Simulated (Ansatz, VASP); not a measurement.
# One calculation of CsCl, two programs

```
Cs Cl
1.0
     4.06534    0.00000    0.00000
     0.00000    4.06534    0.00000
     0.00000    0.00000    4.06534
Cs Cl
1 1
Direct
  0.00000 0.00000 0.00000
  0.50000 0.50000 0.50000
```

Alike in both runs: functional PBEsol; k mesh 10 × 10 × 10; occupations fermi-dirac, width 0.1 eV; no spin polarisation.

Ansatz relaxed the structure, and its values are those at the end. VASP's run is a single point on that final structure, the one shown.

|  | VASP | Ansatz |
| --- | --- | --- |
| version | VASP 6.6.1 | Ansatz 0.2.0 |
| potentials or method | VASP PAW PBE potentials, release 64 (Cs_sv, Cl) | PAW with Ansatz's default frozen-core files, scalar-relativistic |
| plane-wave cutoff (eV) | 500 | 420 |
| valence electrons in the cell | 16 | 16 |

Ansatz gave:

```
pressure (GPa) : 0.0
```

Q: Estimate VASP's values.

A: Pressure (GPa): 0.1.

VASP's potentials were made for PBE, not for PBEsol. With one functional, cell and mesh, what is left measures potentials, basis and numerics.

Neither program's run includes spin-orbit coupling.
